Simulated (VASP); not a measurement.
# Na (I4/mmm) in VASP: notebook

Na is run at these levels: PBEsol; tasks: single point.

All numbers are computed with VASP 6.6.1; they aren't measurements. Logs are shortened: lines on timing, memory, paths and dates and some standing lists are left out, and cuts for length are marked.

### 1 The cell of the first run

It takes space group I4/mmm (No. 139, tetragonal). The conventional cell has a = 3.981 Å, b = 3.981 Å, c = 4.235 Å, α = 90.00°, β = 90.00°, γ = 90.00°. Na (site symmetry 4/mmm) has 14 Na at 3.52 to 4.24 Å within 4.6 Å.

### 2 Single point, PBEsol (strain -0.0600 x Voigt [1, 1, 0, 0, 0, 0])

INCAR reads:

```
  PREC = Accurate
  ENCUT = 520
  EDIFF = 1E-6
  ISMEAR = 0
  SIGMA = 0.15
  LREAL = False
  LASPH = True
  NELM = 80
  ALGO = Normal
  ISIF = 2
  LWAVE = False
  LCHARG = True
  GGA = PS
  LELF = True
  LVHAR = True
  NBANDS = 10
```

KPOINTS reads:

```
Automatic mesh
0
Gamma
  16 16 16
```

POSCAR reads:

```
Na
1.0
   -1.9904500000      1.9904500000      2.1175000000
    1.9904500000     -1.9904500000      2.1175000000
    1.9904500000      1.9904500000     -2.1175000000
Na
1
Direct
    0.0000000000      0.0000000000      0.0000000000
```

Potentials or basis: VASP PAW PBE potentials, release 64 (Na_pv).

On the command line:

```
cat potpaw_PBE.64/Na_pv/POTCAR > POTCAR
mpirun -np 1 vasp_std > vasp.out
```

OUTCAR:

```text
PREC = Accurate
   ENCUT = 520
   EDIFF = 1E-6
   ISMEAR = 0
   LREAL = False
   LASPH = True
   NELM = 80
   ISIF = 2
   GGA = PS

 ion  position               nearest neighbor table
   1  0.000  0.000  0.000-

  LATTYP: Found a body centered tetragonal cell.
 ALAT       =     3.9809000000
 C/A-ratio  =     1.0638297872

  Lattice vectors:

 A1 = (  -1.9904500000,   1.9904500000,   2.1175000000)
 A2 = (   1.9904500000,  -1.9904500000,   2.1175000000)
 A3 = (   1.9904500000,   1.9904500000,  -2.1175000000)

Analysis of symmetry for initial positions (statically):
=====================================================================
 Subroutine PRICEL returns:
 Original cell was already a primitive cell.

 Routine SETGRP: Setting up the symmetry group for a
 body centered tetragonal supercell.

 Subroutine GETGRP returns: Found 16 space group operations
 (whereof 16 operations were pure point group operations)
 out of a pool of 16 trial point group operations.

The static configuration has the point symmetry D_4h.

Analysis of symmetry for dynamics (positions and initial velocities):
=====================================================================
 Subroutine PRICEL returns:
 Original cell was already a primitive cell.

 Routine SETGRP: Setting up the symmetry group for a
 body centered tetragonal supercell.

 Subroutine GETGRP returns: Found 16 space group operations
 (whereof 16 operations were pure point group operations)
 out of a pool of 16 trial point group operations.

The dynamic configuration has the point symmetry D_4h.

 Subroutine INISYM returns: Found 16 space group operations
 (whereof 16 operations are pure point group operations),
 and found     1 'primitive' translations

----------------------------------------------------------------------------------------

                                     Primitive cell

  volume of cell :      33.5572

  direct lattice vectors                    reciprocal lattice vectors
    -1.990450000  1.990450000  2.117500000     0.000000000  0.251199478  0.236127509
     1.990450000 -1.990450000  2.117500000     0.251199478  0.000000000  0.236127509
     1.990450000  1.990450000 -2.117500000     0.251199478  0.251199478  0.000000000

  length of vectors
     3.522440724  3.522440724  3.522440724     0.344756984  0.344756984  0.355249708

  position of ions in fractional coordinates (direct lattice)
     0.000000000  0.000000000  0.000000000

  ion indices of the primitive-cell ions
   primitive index   ion index
                 1           1

----------------------------------------------------------------------------------------

 KPOINTS: Automatic mesh

Automatic generation of k-mesh.
 Grid dimensions read from file:
 generate k-points for:   16   16   16

 Generating k-lattice:

  Cartesian coordinates                     Fractional coordinates (reciprocal lattice)
     0.000000000  0.015699967  0.014757969     0.062500000  0.000000000 -0.000000000
     0.015699967  0.000000000  0.014757969     0.000000000  0.062500000 -0.000000000
     0.015699967  0.015699967  0.000000000     0.000000000  0.000000000  0.062500000

  Length of vectors
     0.021547311  0.021547311  0.022203107

  Shift w.r.t. Gamma in fractional coordinates (k-lattice)
     0.000000000  0.000000000  0.000000000

 Subroutine IBZKPT returns following result:
 ===========================================

 Found    349 irreducible k-points:

 Following reciprocal coordinates:
            Coordinates               Weight
  0.000000  0.000000  0.000000      1.000000
  0.062500 -0.000000  0.000000      8.000000
  0.125000 -0.000000  0.000000      8.000000
  0.187500 -0.000000  0.000000      8.000000
  0.250000 -0.000000  0.000000      8.000000
  0.312500 -0.000000  0.000000      8.000000
[... 16 lines left out ...]
 -0.125000  0.062500 -0.000000     16.000000
 -0.062500  0.062500  0.000000      4.000000
 [... further k-points ...]
   k-points           NKPTS =    349   k-points in BZ     NKDIM =    349   number of bands    NBANDS=     10
   number of dos      NEDOS =    301   number of ions     NIONS =      1
   total plane-waves  NPLWV =  21952
   dimension x,y,z NGX =    28 NGY =   28 NGZ =   28
   dimension x,y,z NGXF=    56 NGYF=   56 NGZF=   56
   ions per type =               1
   NGX,Y,Z   is equivalent  to a cutoff of  13.21, 13.21, 13.21 a.u.
   NGXF,Y,Z  is equivalent  to a cutoff of  26.43, 26.43, 26.43 a.u.
 SYSTEM =  unknown system
   PREC   = accura    normal or accurate (medium, high low for compatibility)
   ISTART =      0    job   : 0-new  1-cont  2-samecut
   ICHARG =      2    charge: 1-file 2-atom 10-const
   ISPIN  =      1    spin polarized calculation?
   LNONCOLLINEAR =      F non collinear calculations
   LSORBIT =      F    spin-orbit coupling
   LASPH  =      T    aspherical Exc in radial PAW
   ENCUT  =  520.0 eV  38.22 Ry    6.18 a.u.   6.55  6.55  6.55*2*pi/ulx,y,z
   NELM   =     80;   NELMIN=  2; NELMDL= -5     # of ELM steps
   EDIFF  = 0.1E-05   stopping-criterion for ELM
   LREAL  =      F    real-space projection
   EDIFFG = 0.1E-04   stopping-criterion for IOM
   NSW    =      0    number of steps for IOM
   IBRION =     -1    ionic relax: 0-MD 1-quasi-New 2-CG
   NFREE  =      0    steps in history (QN), initial steepest desc. (CG)
   ISIF   =      2    stress and relaxation
   ISYM   =      2    0-nonsym 1-usesym 2-fastsym
   POTIM  = 0.5000    time-step for ionic-motion
   TEBEG  =    0.0;   TEEND  =   0.0 temperature during run
   PSTRESS=    0.0 pullay stress
   NELECT =       7.0000    total number of electrons
   NUPDOWN=      -1.0000    fix difference up-down
   EMIN   =  10.00;   EMAX   =-10.00  energy-range for DOS
   EFERMI =   0.00;   METHOD = LEGACY
   ISMEAR =     0;   SIGMA  =   0.15  broadening in eV -4-tet -1-fermi 0-gaus
   EFERMI_NEDOS =   21; number of points for ismear=-14 and -15
   IALGO  =     38    algorithm
   IMIX   =      4    mixing-type and parameters
     AMIX     =   0.40;   BMIX     =  1.00
     AMIX_MAG =   1.60;   BMIX_MAG =  1.00
  volume/ion in A,a.u.               =      33.56       226.46
  Fermi-wavevector in a.u.,A,eV,Ry     =   0.970910  1.834753 12.825746  0.942666
  Thomas-Fermi vector in A             =   2.101084
   LORBIT       =      0    0 simple, 1 ext, 2 COOP (PROOUT), +10 PAW based schemes
   GGA     = PS    functional components
   LHFCALC =     F    Hartree Fock is set to
   AEXX    =    0.0000 exact exchange contribution
   IVDW    =     0    specifies the selected vdW correction
   LEPSILON=     F    determine dielectric tensor
   LRPA    =     F    only Hartree local field effects (RPA)
 non-spin polarized calculation
 Gauss-broadening in eV      SIGMA  =   0.15
  energy-cutoff  :      520.00
  volume of cell :       33.56
 maximum number of plane-waves:       932
 NGX is ok and might be reduce to    28
   NGX = 13   NGY = 13   NGZ = 13

 number of electron       6.9999995 magnetization

 Free energy of the ion-electron system (eV)
  ---------------------------------------------------
  ext. energy  EPLUGINS =         0.00000000
  ---------------------------------------------------
  free energy    TOTEN  =        -1.39630502 eV

  energy without entropy =       -1.39139707  energy(sigma->0) =       -1.39385104

 E-fermi :   0.6003     XC(G=0):  -6.7703

 val. band max:        0.5964928126   @ k =   0.5000   0.2500   0.0000
 cond. band min:       0.6290260573   @ k =   0.5000   0.1875   0.0000
 fundamental gap:      0.0325332447
 Fermi energy:         0.6003264016

 k-point     1 :       0.0000    0.0000    0.0000
  band No.  band energies     occupation
      1     -24.1094      2.00000
      2     -24.1094      2.00000
      3     -24.1091      2.00000
      4      -2.8919      2.00000
      5      12.7019      0.00000
      6      12.7019      0.00000
      7      13.6056      0.00000
      8      13.6810      0.00000
      9      14.2617      0.00000
     10      14.5670      0.00000

 k-point     2 :       0.0625   -0.0000    0.0000
  band No.  band energies     occupation
      1     -24.1113      2.00000
      2     -24.1100      2.00000
      3     -24.1092      2.00000
      4      -2.8193      2.00000
      5      11.7261      0.00000
      6      12.3710      0.00000
      7      13.1661      0.00000
      8      13.2887      0.00000
      9      13.8017      0.00000
     10      14.7941      0.00000

 k-point     3 :       0.1250   -0.0000    0.0000
  band No.  band energies     occupation
      1     -24.1169      2.00000
      2     -24.1118      2.00000
      3     -24.1092      2.00000
      4      -2.6024      2.00000
      5      10.0447      0.00000
      6      11.7366      0.00000
      7      12.6719      0.00000
      8      12.7480      0.00000
      9      13.3324      0.00000
     10      14.9926      0.00000

 k-point     4 :       0.1875   -0.0000    0.0000
  band No.  band energies     occupation
      1     -24.1253      2.00000
      2     -24.1143      2.00000
      3     -24.1091      2.00000
      4      -2.2432      2.00000
      5       8.3821      0.00000
      6      11.1002      0.00000
      7      12.0992      0.00000
      8      12.1748      0.00000
      9      13.0509      0.00000
     10      15.0887      0.00000
[... 222 lines left out ...]
 k-point    22 :      -0.1875    0.0625   -0.0000
  band No.  band energies     occupation
      1     -24.1223      2.00000
      2     -24.1127      2.00000
      3     -24.1100      2.00000
      4      -2.3732      2.00000
      5       9.1776      0.00000
      6      10.8496      0.00000
      7      11.7469      0.00000
      8      12.9128      0.00000
      9      13.3537      0.00000
     10      14.8542      0.00000

 k-point    23 :      -0.1250    0.0625   -0.0000
  band No.  band energies     occupation
      1     -24.1153      2.00000
      2     -24.1106      2.00000
      3     -24.1099      2.00000
      4      -2.6657      2.00000
      5      10.8359      0.00000
      6      11.6297      0.00000
      7      12.1949      0.00000
      8      12.9509      0.00000
      9      13.8113      0.00000
     10      14.8837      0.00000

 k-point    24 :      -0.0625    0.0625    0.0000
  band No.  band energies     occupation
      1     -24.1114      2.00000
      2     -24.1098      2.00000
      3     -24.1095      2.00000
      4      -2.8148      2.00000
      5      12.1374      0.00000
      6      12.4095      0.00000
      7      12.5599      0.00000
      8      13.0148      0.00000
      9      13.9441      0.00000
     10      14.9744      0.00000

 [... further k-points ...]

------------------------ aborting loop because EDIFF is reached ----------------------------------------

  FORCE on cell =-STRESS in cart. coord.  units (eV):
  Direction    XX          YY          ZZ          XY          YZ          ZX
  --------------------------------------------------------------------------------------
  -------------------------------------------------------------------------------------
  Total        0.1463924      0.1463924      0.1343801      0.0000000      0.0000000      0.0000000
  in kB        6.9894504      6.9894504      6.4159313      0.0000000      0.0000000      0.0000000
  external PRESSURE =       6.7982773 kB  Pullay stress =       0.0000000 kB

 VOLUME and BASIS-vectors are now :
 -----------------------------------------------------------------------------
  energy-cutoff  :      520.00
  volume of cell :       33.56
      direct lattice vectors                 reciprocal lattice vectors
    -1.990450000  1.990450000  2.117500000     0.000000000  0.251199478  0.236127509
     1.990450000 -1.990450000  2.117500000     0.251199478  0.000000000  0.236127509
     1.990450000  1.990450000 -2.117500000     0.251199478  0.251199478  0.000000000

 POSITION                                       TOTAL-FORCE (eV/Angst)
 -----------------------------------------------------------------------------------
      0.00000      0.00000      0.00000        -0.000000      0.000000     -0.000000
 -----------------------------------------------------------------------------------
    total drift:                               -0.000000     -0.000000     -0.000000

  FREE ENERGIE OF THE ION-ELECTRON SYSTEM (eV)
  ---------------------------------------------------
  free  energy   TOTEN  =        -1.3963050152 eV

  energy  without entropy=       -1.3913970709  energy(sigma->0) =       -1.39385104
```

It took 74 s on 1 thread of Intel Xeon 8259CL, shared host; peak memory 0.22 GiB.

What came out:

```yaml
Free_energy: -1.3963 eV
Pressure: 0.7 GPa
Band_gap_on_the_k_mesh: zero (an odd number of electrons rules out a gap without spin polarisation)
```

Levels at points of the mesh, in eV from the Fermi level:
```tsv
k point	band 1	band 2	band 3	band 4	band 5	band 6	band 7	band 8	band 9
(0.00, 0.00, 0.00)	-24.71	-24.71	-24.71	-3.49	12.10	12.10	13.01	13.08	13.66
(0.50, 0.00, 0.00)	-24.76	-24.73	-24.71	0.70	1.25	8.92	10.15	10.17	11.26
(0.50, 0.50, 0.00)	-24.76	-24.73	-24.71	0.95	1.53	8.10	9.32	9.33	10.90
(0.50, 0.50, 0.50)	-24.75	-24.74	-24.74	4.35	4.51	4.97	5.63	5.63	8.68
```

Caveat: the cell differs from its parent crystal (strain -0.0600 x Voigt [1, 1, 0, 0, 0, 0]); the PAW data sets were made with another functional, which shifts forces and pressure a little.

### 3 Single point, PBEsol (strain +0.0525 x Voigt [1, 1, 0, 0, 0, 0])

INCAR reads:

```
PREC = Accurate
ENCUT = 520
EDIFF = 1E-7
ISMEAR = 0
SIGMA = 0.15
LREAL = False
LASPH = True
NELM = 60
ALGO = Normal
ISIF = 2
LWAVE = False
LCHARG = False
GGA = PS
NBANDS = 10
```

KPOINTS is that of step 2.

POSCAR reads:

```
Na
1.0
   -2.2286687500      2.2286687500      2.1175000000
    2.2286687500     -2.2286687500      2.1175000000
    2.2286687500      2.2286687500     -2.1175000000
Na
1
Direct
    0.0000000000      0.0000000000      0.0000000000
```

Potentials or basis: VASP PAW PBE potentials, release 64 (Na_pv).

On the command line:

```
cat potpaw_PBE.64/Na_pv/POTCAR > POTCAR
mpirun -np 1 vasp_std > vasp.out
```

Run time: 100 s. Hardware: 1 thread of Intel Xeon 8259CL, shared host; peak memory 0.24 GiB.

Results (log left out):

```
Free energy            : -1.3842 eV
Pressure               : -0.9 GPa
Band gap on the k mesh : zero (an odd number of electrons rules out a gap without spin polarisation)
```

Stress tensor (GPa, compression positive):
```
-0.92  0.00  0.00
 0.00 -0.92  0.00
 0.00  0.00 -0.83
```

Levels at points of the mesh, in eV from the Fermi level:
```
           k point  band 1  band 2  band 3  band 4  band 5  band 6  band 7  band 8
(0.00, 0.00, 0.00)  -24.89  -24.89  -24.89   -3.02   10.47   11.20   11.20   11.52
(0.50, 0.00, 0.00)  -24.92  -24.90  -24.89    0.78    1.18    7.50    8.15    8.35
(0.50, 0.50, 0.00)  -24.92  -24.90  -24.89    0.61    0.95    8.12    8.75    8.98
(0.50, 0.50, 0.50)  -24.91  -24.91  -24.91    4.12    4.22    4.22    4.45    5.04
```

Caveat: the cell differs from its parent crystal (strain +0.0525 x Voigt [1, 1, 0, 0, 0, 0]); the PAW data sets were made with another functional, which shifts forces and pressure a little.

### 4 Single point, PBEsol (strain +0.0600 x Voigt [1, 1, 0, 0, 0, 0])

INCAR reads:

```
SYSTEM = Na
PREC = Accurate
ENCUT = 520
EDIFF = 1E-7
ISMEAR = 0
SIGMA = 0.15
LREAL = .FALSE.
LASPH = .TRUE.
NELM = 100
ALGO = Normal
ISIF = 2
LWAVE = .FALSE.
LCHARG = .TRUE.
GGA = PS
LELF = .TRUE.
LVHAR = .TRUE.
NBANDS = 10
```

KPOINTS reads:

```
regular mesh
0
G
  16 16 16
  0 0 0
```

POSCAR reads:

```
Na
1.0
   -2.2445500000      2.2445500000      2.1175000000
    2.2445500000     -2.2445500000      2.1175000000
    2.2445500000      2.2445500000     -2.1175000000
Na
1
Direct
    0.0000000000      0.0000000000      0.0000000000
```

On the command line:

```
cat potpaw_PBE.64/Na_pv/POTCAR > POTCAR
mpirun -np 1 vasp_std > vasp.out
```

Run time: 1.7 min. Hardware: 1 thread of Intel Xeon 8259CL, shared host; peak memory 0.24 GiB.

It converged, with:

```
Free energy            : -1.3807 eV
Pressure               : -0.9 GPa
Band gap on the k mesh : zero (an odd number of electrons rules out a gap without spin polarisation)
```

Stress tensor (GPa, compression positive):
```
-0.98  0.00  0.00
 0.00 -0.98  0.00
 0.00  0.00 -0.88
```

Levels at points of the mesh, in eV from the Fermi level:
```csv
k point,band 1,band 2,band 3,band 4,band 5,band 6,band 7,band 8
"(0.00, 0.00, 0.00)",-24.91,-24.91,-24.91,-2.99,10.32,11.15,11.15,11.38
"(0.50, 0.00, 0.00)",-24.93,-24.92,-24.91,0.79,1.17,7.42,8.04,8.25
"(0.50, 0.50, 0.00)",-24.93,-24.91,-24.91,0.60,0.91,8.12,8.72,8.97
"(0.50, 0.50, 0.50)",-24.92,-24.92,-24.92,4.07,4.14,4.14,4.44,5.07
```

Caveat: the cell differs from its parent crystal (strain +0.0600 x Voigt [1, 1, 0, 0, 0, 0]); the PAW data sets were made with another functional, which shifts forces and pressure a little.

### 5 Summary

```csv
cell,gap on the mesh (eV),pressure (GPa)
"a = 3.522 Å, angles 111.2, 111.2, 106.1°, 1 atom",none,0.7
"a = 3.797 Å, angles 108.1, 108.1, 112.2°, 1 atom",none,-0.9
"a = 3.816 Å, angles 107.9, 107.9, 112.6°, 1 atom",none,-0.9
```

Alike in all rows: task single point; level PBEsol; potentials or basis VASP PAW PBE potentials, release 64 (Na_pv); no spin polarisation; k mesh 16 × 16 × 16; cutoff (eV) 520; smearing gaussian 0.15 eV.

Caveats: the PAW data sets were made with another functional, which shifts forces and pressure a little.

Absolute energies hang on the potentials; compare differences alone.
